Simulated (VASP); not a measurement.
Here is a VASP 6.6.1 calculation.

The input INCAR:

```
PREC = Accurate
ENCUT = 500
EDIFF = 1E-6
ISMEAR = 0
SIGMA = 0.1
LREAL = F
LASPH = T
NELM = 200
ALGO = Normal
ISIF = 2
LWAVE = F
LCHARG = F
ISPIN = 2
MAGMOM = 1.47 1.47 0 0 0
LORBIT = 11
LMAXMIX = 4
GGA = PE
NBANDS = 34
GGA_COMPAT = F
```

File KPOINTS:

```
regular mesh
0
Gamma
  8 8 8
```

Contents of POSCAR:

```
Ta2S3
1.0
    4.7283228443      0.0000000000      0.0000000000
    0.0000000000      4.7283228443      0.0000000000
    0.0000000000      0.0000000000      4.7283228443
Ta S
2 3
Direct
    0.5000000000      0.5000000000      0.5000000000
    0.0000000000      0.0000000000      0.0000000000
    0.5000000000      0.0000000000      0.0000000000
    0.0000000000      0.5000000000      0.0000000000
    0.0000000000      0.0000000000      0.5000000000
```

Potentials or basis: VASP PAW PBE potentials, release 64 (Ta_sv_GW, S).

Run with:

```bash
$ cat potpaw_PBE.64/Ta_sv_GW/POTCAR potpaw_PBE.64/S/POTCAR > POTCAR
$ mpirun -np 1 vasp_std > vasp.out
```

**Question.** What does it give for the net moment?

**Answer.** 3.10 μB per cell.

**Question.** What does it give for the pressure?

**Answer.** -0.4 GPa.

**Question.** Estimate the site moments.

**Answer.** Ta +2.43, +0.18; S -0.06 μB.
